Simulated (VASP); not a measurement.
# SnSe (Fm-3m) in VASP: further runs

The runs below take SnSe through relaxation of cell and atoms, with revPBE, BLYP.

All numbers are computed with VASP 6.6.1; they aren't measurements. Logs are shortened: lines on timing, memory, paths and dates and some standing lists are left out, and cuts for length are marked.

### Step 1. The cell of the first run

Symmetry: Fm-3m, No. 225, cubic system. Conventional cell: a = 6.020 Å, b = 6.020 Å, c = 6.020 Å, α = 90.00°, β = 90.00°, γ = 90.00°. Sn (site symmetry m-3m) has 6 Se at 3.01 Å within 4.0 Å. Se (site symmetry m-3m) has 6 Sn at 3.01 Å within 4.0 Å.

### Step 2. Relaxation of cell and atoms, revPBE

Input file INCAR:

```
SYSTEM = SnSe
ALGO = Normal
EDIFF = 1E-7
EDIFFG = -0.01
ENCUT = 600
GGA = RE
IBRION = 2
ISIF = 3
ISMEAR = -1
LASPH = .True.
LCHARG = .False.
LREAL = .False.
LWAVE = .False.
NELM = 60
NSW = 60
PREC = Accurate
SIGMA = 0.05
```

Input file KPOINTS:

```
k-points
0
Gamma
  8 8 8
  0 0 0
```

Input file POSCAR:

```
SnSe
1.0
    0.0000000000      3.0100000000      3.0100000000
    3.0100000000      0.0000000000      3.0100000000
    3.0100000000      3.0100000000      0.0000000000
Sn Se
1 1
Direct
    0.0000000000      0.0000000000      0.0000000000
    0.5000000000      0.5000000000      0.5000000000
```

Potentials or basis: VASP PAW PBE potentials, release 64 (Sn_d, Se).

Started as:

```sh
cat potpaw_PBE.64/Sn_d/POTCAR potpaw_PBE.64/Se/POTCAR > POTCAR
mpirun -np 1 vasp_std > vasp.out
```

OUTCAR:

```text
SYSTEM = SnSe
   EDIFF = 1E-7
   EDIFFG = -0.01
   ENCUT = 600
   GGA = RE
   IBRION = 2
   ISIF = 3
   ISMEAR = -1
   LASPH = .True.
   LREAL = .False.
   NELM = 60
   NSW = 60
   PREC = Accurate

 ion  position               nearest neighbor table
   1  0.000  0.000  0.000-   2 3.01   2 3.01   2 3.01   2 3.01   2 3.01   2 3.01
   2  0.500  0.500  0.500-   1 3.01   1 3.01   1 3.01   1 3.01   1 3.01   1 3.01

  LATTYP: Found a face centered cubic cell.
 ALAT       =     6.0200000000

  Lattice vectors:

 A1 = (   0.0000000000,   3.0100000000,   3.0100000000)
 A2 = (   3.0100000000,   0.0000000000,   3.0100000000)
 A3 = (   3.0100000000,   3.0100000000,   0.0000000000)

Analysis of symmetry for initial positions (statically):
=====================================================================
 Subroutine PRICEL returns:
 Original cell was already a primitive cell.

 Routine SETGRP: Setting up the symmetry group for a
 face centered cubic supercell.

 Subroutine GETGRP returns: Found 48 space group operations
[... 9 lines left out ...]

 Routine SETGRP: Setting up the symmetry group for a
 face centered cubic supercell.

 Subroutine GETGRP returns: Found 48 space group operations
[... 11 lines left out ...]
                                     Primitive cell

  volume of cell :      54.5418

  direct lattice vectors                    reciprocal lattice vectors
     0.000000000  3.010000000  3.010000000    -0.166112957  0.166112957  0.166112957
     3.010000000  0.000000000  3.010000000     0.166112957 -0.166112957  0.166112957
     3.010000000  3.010000000  0.000000000     0.166112957  0.166112957 -0.166112957

  length of vectors
     4.256782823  4.256782823  4.256782823     0.287716081  0.287716081  0.287716081

  position of ions in fractional coordinates (direct lattice)
     0.000000000  0.000000000  0.000000000
     0.500000000  0.500000000  0.500000000

  ion indices of the primitive-cell ions
   primitive index   ion index
                 1           1
                 2           2

----------------------------------------------------------------------------------------

 KPOINTS: k-points

Automatic generation of k-mesh.
 Grid dimensions read from file:
 generate k-points for:    8    8    8

 Generating k-lattice:

  Cartesian coordinates                     Fractional coordinates (reciprocal lattice)
    -0.020764120  0.020764120  0.020764120     0.125000000  0.000000000  0.000000000
     0.020764120 -0.020764120  0.020764120     0.000000000  0.125000000  0.000000000
     0.020764120  0.020764120 -0.020764120     0.000000000  0.000000000  0.125000000

  Length of vectors
     0.035964510  0.035964510  0.035964510

  Shift w.r.t. Gamma in fractional coordinates (k-lattice)
     0.000000000  0.000000000  0.000000000

 Subroutine IBZKPT returns following result:
 ===========================================

 Found     29 irreducible k-points:

 Following reciprocal coordinates:
            Coordinates               Weight
  0.000000  0.000000  0.000000      1.000000
  0.125000  0.000000  0.000000      8.000000
  0.250000  0.000000  0.000000      8.000000
  0.375000  0.000000  0.000000      8.000000
  0.500000  0.000000  0.000000      4.000000
  0.125000  0.125000  0.000000      6.000000
[... 16 lines left out ...]
  0.500000  0.250000  0.125000     48.000000
 -0.375000  0.250000  0.125000     24.000000
 [... further k-points ...]
   k-points           NKPTS =     29   k-points in BZ     NKDIM =     29   number of bands    NBANDS=     14
   number of dos      NEDOS =    301   number of ions     NIONS =      2
   total plane-waves  NPLWV =  46656
   dimension x,y,z NGX =    36 NGY =   36 NGZ =   36
   dimension x,y,z NGXF=    72 NGYF=   72 NGZF=   72
   ions per type =               1   1
   NGX,Y,Z   is equivalent  to a cutoff of  14.06, 14.06, 14.06 a.u.
   NGXF,Y,Z  is equivalent  to a cutoff of  28.12, 28.12, 28.12 a.u.
 SYSTEM =  SnSe
   PREC   = accura    normal or accurate (medium, high low for compatibility)
   ISTART =      0    job   : 0-new  1-cont  2-samecut
   ICHARG =      2    charge: 1-file 2-atom 10-const
   ISPIN  =      1    spin polarized calculation?
   LNONCOLLINEAR =      F non collinear calculations
   LSORBIT =      F    spin-orbit coupling
   LASPH  =      T    aspherical Exc in radial PAW
   ENCUT  =  600.0 eV  44.10 Ry    6.64 a.u.   8.50  8.50  8.50*2*pi/ulx,y,z
   NELM   =     60;   NELMIN=  2; NELMDL= -5     # of ELM steps
   EDIFF  = 0.1E-06   stopping-criterion for ELM
   LREAL  =      F    real-space projection
   EDIFFG = -.1E-01   stopping-criterion for IOM
   NSW    =     60    number of steps for IOM
   IBRION =      2    ionic relax: 0-MD 1-quasi-New 2-CG
   NFREE  =      1    steps in history (QN), initial steepest desc. (CG)
   ISIF   =      3    stress and relaxation
   ISYM   =      2    0-nonsym 1-usesym 2-fastsym
   POTIM  = 0.5000    time-step for ionic-motion
   TEBEG  =    0.0;   TEEND  =   0.0 temperature during run
   PSTRESS=    0.0 pullay stress
   NELECT =      20.0000    total number of electrons
   NUPDOWN=      -1.0000    fix difference up-down
   EMIN   =  10.00;   EMAX   =-10.00  energy-range for DOS
   EFERMI =   0.00;   METHOD = LEGACY
   ISMEAR =    -1;   SIGMA  =   0.05  broadening in eV -4-tet -1-fermi 0-gaus
   EFERMI_NEDOS =   21; number of points for ismear=-14 and -15
   IALGO  =     38    algorithm
   IMIX   =      4    mixing-type and parameters
     AMIX     =   0.40;   BMIX     =  1.00
     AMIX_MAG =   1.60;   BMIX_MAG =  1.00
  volume/ion in A,a.u.               =      27.27       184.03
  Fermi-wavevector in a.u.,A,eV,Ry     =   1.171768  2.214321 18.681350  1.373040
  Thomas-Fermi vector in A             =   2.308207
   LORBIT       =      0    0 simple, 1 ext, 2 COOP (PROOUT), +10 PAW based schemes
   GGA     = RE    functional components
   LHFCALC =     F    Hartree Fock is set to
   AEXX    =    0.0000 exact exchange contribution
   IVDW    =     0    specifies the selected vdW correction
   LEPSILON=     F    determine dielectric tensor
   LRPA    =     F    only Hartree local field effects (RPA)
 conjugate gradient relaxation of ions
 non-spin polarized calculation
  energy-cutoff  :      600.00
  volume of cell :       54.54
 maximum number of plane-waves:      1841
 NGX is ok and might be reduce to    36
   NGX = 17   NGY = 17   NGZ = 17

--------------------------------------- Ionic step        1  -------------------------------------------

 number of electron      19.9999999 magnetization

 Free energy of the ion-electron system (eV)
  ---------------------------------------------------
  ext. energy  EPLUGINS =         0.00000000
  ---------------------------------------------------
  free energy    TOTEN  =        -7.60435480 eV

  energy without entropy =       -7.60429765  energy(sigma->0) =       -7.60432623

------------------------ aborting loop because EDIFF is reached ----------------------------------------

  FORCE on cell =-STRESS in cart. coord.  units (eV):
  Direction    XX          YY          ZZ          XY          YZ          ZX
  --------------------------------------------------------------------------------------
  -------------------------------------------------------------------------------------
  Total        0.7249688      0.7249688      0.7249688     -0.0000000      0.0000000      0.0000000
  in kB       21.2961162     21.2961162     21.2961162     -0.0000000      0.0000000      0.0000000
  external PRESSURE =      21.2961162 kB  Pullay stress =       0.0000000 kB

 VOLUME and BASIS-vectors are now :
 -----------------------------------------------------------------------------
  energy-cutoff  :      600.00
  volume of cell :       54.54
      direct lattice vectors                 reciprocal lattice vectors
     0.000000000  3.010000000  3.010000000    -0.166112957  0.166112957  0.166112957
     3.010000000  0.000000000  3.010000000     0.166112957 -0.166112957  0.166112957
     3.010000000  3.010000000  0.000000000     0.166112957  0.166112957 -0.166112957
[... 37 lines left out ...]
 POSITION                                       TOTAL-FORCE (eV/Angst)
 -----------------------------------------------------------------------------------
      3.06264      3.06264      6.12527         0.000000     -0.000000      0.000000
      3.06264      3.06264      3.06264        -0.000000      0.000000     -0.000000
 -----------------------------------------------------------------------------------
    total drift:                                0.000000      0.000000      0.000000

  FREE ENERGIE OF THE ION-ELECTRON SYSTEM (eV)
  ---------------------------------------------------
  free  energy   TOTEN  =        -7.6189318661 eV

  energy  without entropy=       -7.6186879169  energy(sigma->0) =       -7.61880989

--------------------------------------- Ionic step        3  -------------------------------------------

 number of electron      20.0000003 magnetization

 Free energy of the ion-electron system (eV)
  ---------------------------------------------------
  ext. energy  EPLUGINS =         0.00000000
  ---------------------------------------------------
  free energy    TOTEN  =        -7.61960280 eV

  energy without entropy =       -7.61941584  energy(sigma->0) =       -7.61950932

 E-fermi :   5.4685     XC(G=0):  -9.3115

 val. band max:        5.2845001311   @ k =   0.5000   0.0000   0.0000
 cond. band min:       5.6542292345   @ k =   0.5000   0.0000   0.0000
 fundamental gap:      0.3697291033
 Fermi energy:         5.4684636246

 k-point     1 :       0.0000    0.0000    0.0000
  band No.  band energies     occupation
      1     -16.4692      2.00000
      2     -16.4692      2.00000
      3     -16.4692      2.00000
      4     -16.4632      2.00000
      5     -16.4632      2.00000
      6      -8.3610      2.00000
      7       0.0590      2.00000
      8       3.1318      2.00000
      9       3.1318      2.00000
     10       3.1318      2.00000
     11       9.3971      0.00000
     12       9.3971      0.00000
     13       9.3971      0.00000
     14      11.1400      0.00000

 k-point     2 :       0.1250    0.0000    0.0000
  band No.  band energies     occupation
      1     -16.4689      2.00000
      2     -16.4683      2.00000
      3     -16.4683      2.00000
      4     -16.4635      2.00000
      5     -16.4635      2.00000
      6      -8.2609      2.00000
      7      -0.4412      2.00000
      8       3.1510      2.00000
      9       3.1510      2.00000
     10       3.5265      2.00000
[... 362 lines left out ...]
 k-point    24 :      -0.3750    0.2500    0.1250
  band No.  band energies     occupation
      1     -16.4742      2.00000
      2     -16.4674      2.00000
      3     -16.4640      2.00000
      4     -16.4613      2.00000
      5     -16.4571      2.00000
      6      -7.3925      2.00000
      7      -2.2072      2.00000
      8       1.6943      2.00000
      9       2.1911      2.00000
     10       4.4143      2.00000
     11       6.2755      0.00000
     12       8.2533      0.00000
     13       9.0580      0.00000
     14      12.4154      0.00000

 [... further k-points ...]
[... 5 lines left out ...]
  --------------------------------------------------------------------------------------
  -------------------------------------------------------------------------------------
  Total        0.0019563      0.0019563      0.0019563      0.0000000      0.0000000     -0.0000000
  in kB        0.0550602      0.0550602      0.0550602      0.0000000      0.0000000     -0.0000000
  external PRESSURE =       0.0550602 kB  Pullay stress =       0.0000000 kB

 VOLUME and BASIS-vectors are now :
 -----------------------------------------------------------------------------
  energy-cutoff  :      600.00
  volume of cell :       56.93
      direct lattice vectors                 reciprocal lattice vectors
    -0.000000000  3.053224628  3.053224628    -0.163761289  0.163761289  0.163761289
     3.053224628  0.000000000  3.053224628     0.163761289 -0.163761289  0.163761289
     3.053224628  3.053224628 -0.000000000     0.163761289  0.163761289 -0.163761289

 POSITION                                       TOTAL-FORCE (eV/Angst)
 -----------------------------------------------------------------------------------
      0.00000      0.00000     -0.00000         0.000000      0.000000      0.000000
      3.05322      3.05322      3.05322        -0.000000     -0.000000     -0.000000
 -----------------------------------------------------------------------------------
    total drift:                               -0.000000      0.000000      0.000000

  FREE ENERGIE OF THE ION-ELECTRON SYSTEM (eV)
  ---------------------------------------------------
  free  energy   TOTEN  =        -7.6196027950 eV

  energy  without entropy=       -7.6194158408  energy(sigma->0) =       -7.61950932

 reached required accuracy - stopping structural energy minimisation
```

It took 34 s on 1 thread of Intel Xeon 6975P-C (Granite Rapids), shared host; peak memory 0.22 GiB.

Results:

```
Free energy                            : -7.6196 eV
Relaxed volume                         : 28.46 Å³/atom
Relaxed cell                           : a = 4.318 Å, b = 4.318 Å, c = 4.318 Å, α = 60.00°, β = 60.00°, γ = 60.00°
Space group after relaxing (to 0.05 Å) : Fm-3m (No. 225)
Energy gained by relaxing              : 7.6 meV/atom
Ionic steps                            : 3
Pressure after relaxing                : 0.0 GPa
Band gap on the k mesh                 : 0.37 eV, direct
```

Step by step:
```csv
step,energy change (eV),largest force (eV/Å),pressure (GPa),volume (Å³)
1,0.0000,0.0000,2.13,54.54
2,-0.0146,0.0000,-0.40,57.45
3,-0.0152,0.0000,0.01,56.93
```

Final structure:
```xyz
2
Lattice="0.0000 3.0532 3.0532 3.0532 0.0000 3.0532 3.0532 3.0532 0.0000" Properties=species:S:1:pos:R:3 pbc="T T T"
Sn    0.0000    0.0000    0.0000
Se    3.0532    3.0532    3.0532
```

Levels at points of the mesh, in eV from the valence-band top:
```tsv
k point	band 6	band 7	band 8	band 9	band 10	band 11	band 12	band 13	band 14
(0.00, 0.00, 0.00)	-13.65	-5.23	-2.15	-2.15	-2.15	4.11	4.11	4.11	5.86
(0.50, 0.00, 0.00)	-12.80	-7.89	-1.92	-1.92	0.00	0.37	1.22	1.22	8.13
(0.50, 0.50, 0.00)	-12.57	-6.04	-5.24	-3.51	-3.51	3.14	5.07	5.07	5.66
```

Caveat: the PAW data sets were made with another functional, which shifts forces and pressure a little; spin-orbit coupling is left out, which moves the levels of the heavy elements. A k mesh can miss the band edges.

### Step 3. Relaxation of cell and atoms, BLYP

Input file INCAR:

```
SYSTEM = SnSe
PREC     = Accurate       ! precision mode
ENCUT    = 600            ! plane-wave cutoff, eV
EDIFF    = 1E-7           ! SCF threshold, eV
ISMEAR   = -1             ! smearing method
SIGMA    = 0.05           ! smearing width, eV
LREAL    = .FALSE.        ! projectors in reciprocal space
LASPH    = .TRUE.         ! aspherical terms in the spheres
NELM     = 60             ! most SCF steps
ALGO     = Normal         ! electronic algorithm
ISIF     = 3              ! what is computed and relaxed
LWAVE    = .FALSE.        ! write WAVECAR
LCHARG   = .FALSE.        ! write CHGCAR
GGA      = B5             ! functional
ALDAX    = 1.0          
AGGAX    = 1.0          
AGGAC    = 1.0          
ALDAC    = 0.0          
IBRION   = 2              ! ionic algorithm
NSW      = 60             ! ionic steps
EDIFFG   = -0.01          ! ionic threshold
```

Input file KPOINTS:

```
Automatic mesh
0
G
  8 8 8
  0 0 0
```

POSCAR is that of step 2.

Potentials or basis: VASP PAW PBE potentials, release 64 (Sn_d, Se).

Started as:

```sh
cat potpaw_PBE.64/Sn_d/POTCAR potpaw_PBE.64/Se/POTCAR > POTCAR
mpirun -np 1 vasp_std > vasp.out
```

Run time: 60 s. Hardware: 1 thread of Intel Xeon 6975P-C (Granite Rapids), shared host; peak memory 0.22 GiB.

The run converged. Its results:

| Item | Value |
| --- | --- |
| Free energy | -7.0710 eV |
| Relaxed volume | 30.10 Å³/atom |
| Relaxed cell | a = 4.399 Å, b = 4.399 Å, c = 4.399 Å, α = 60.00°, β = 60.00°, γ = 60.00° |
| Space group after relaxing (to 0.05 Å) | Fm-3m (No. 225) |
| Energy gained by relaxing | 40.3 meV/atom |
| Ionic steps | 3 |
| Pressure after relaxing | 0.0 GPa |
| Band gap on the k mesh | 0.04 eV, direct |

Step by step:
```
step  energy change (eV)  largest force (eV/Å)  pressure (GPa)  volume (Å³)
   1              0.0000                0.0000            4.96        54.54
   2             -0.0776                0.0000           -0.79        61.49
   3             -0.0807                0.0000            0.01        60.21
```

Final structure:
```
Sn Se
1.0
     0.00000    3.11084    3.11084
     3.11084    0.00000    3.11084
     3.11084    3.11084    0.00000
Sn Se
1 1
Direct
  0.00000 0.00000 0.00000
  0.50000 0.50000 0.50000
```

Levels at points of the mesh, in eV from the valence-band top:
```csv
k point,band 6,band 7,band 8,band 9,band 10,band 11,band 12,band 13,band 14
"(0.00, 0.00, 0.00)",-13.39,-5.63,-2.07,-2.07,-2.07,3.69,3.69,3.69,6.05
"(0.50, 0.00, 0.00)",-12.67,-7.80,-1.81,-1.81,0.00,0.04,1.12,1.12,8.17
"(0.50, 0.50, 0.00)",-12.48,-6.30,-4.87,-3.31,-3.31,3.51,4.56,4.56,5.16
```

Caveat: the PAW data sets were made with another functional, which shifts forces and pressure a little; spin-orbit coupling is left out, which moves the levels of the heavy elements; the volume moved by +10 % from the deposited cell, more than functionals usually miss. A k mesh can miss the band edges.
